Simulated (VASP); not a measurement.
ZnO: single point with r2SCAN

Crystal: ZnO.

```
CELL_PARAMETERS angstrom
3.23091 0.00000 0.00000
-1.61545 2.79805 0.00000
0.00000 0.00000 5.21561
ATOMIC_POSITIONS crystal
Zn 0.33333 0.66667 0.96521
Zn 0.66667 0.33333 0.46521
O 0.33333 0.66667 0.41679
O 0.66667 0.33333 0.91679
```

This cell differs from its parent crystal: atoms displaced along a vibrational mode.

| Property | Result |
| --- | --- |
| Program | VASP 6.6.1 |
| Task | single point |
| Functional | r2SCAN |
| Potentials or basis | VASP PAW PBE potentials, release 64 (Zn, O) |
| Cutoff | 520 eV |
| k mesh | 9 × 9 × 6 |
| Occupations | gaussian, width 0.01 eV |
| Spin | no spin polarisation |
| Dipole correction | no |
| Further INCAR settings | ALGO = Normal; EDIFF = 1e-06; NBANDS = 26 |

```yaml
Pressure: 7.0 GPa
Largest_force: 0.597 eV/Å
Band_gap_on_the_k_mesh: 1.29 eV
```

Forces on the atoms (eV/Å):
```
Zn   0.000  0.000  0.597
Zn   0.000  0.000  0.597
O    0.000  0.000 -0.597
O    0.000  0.000 -0.597
```

Stress tensor (GPa, compression positive):
```
13.08  0.00  0.00
 0.00 13.08  0.00
 0.00  0.00 -5.17
```

Levels at points of the mesh, in eV from the valence-band top:
```tsv
k point	band 16	band 17	band 18	band 19	band 20	band 21
(0.00, 0.00, 0.00)	-0.39	0.00	0.00	1.29	5.47	8.49
(0.00, 0.00, 0.50)	-0.19	-0.19	-0.19	3.77	3.77	10.41
```

It took 2.1 min on 1 thread of Intel(R) Xeon(R) 6975P-C (Granite Rapids) (shared host), peak memory 0.2 GiB.

Caveat: the cell differs from its parent crystal (atoms displaced along a vibrational mode); the cell stands under pressure; the PAW data sets were made with another functional, which shifts forces and pressure a little; an odd mesh through Γ misses points on the zone boundary, where band edges can lie.
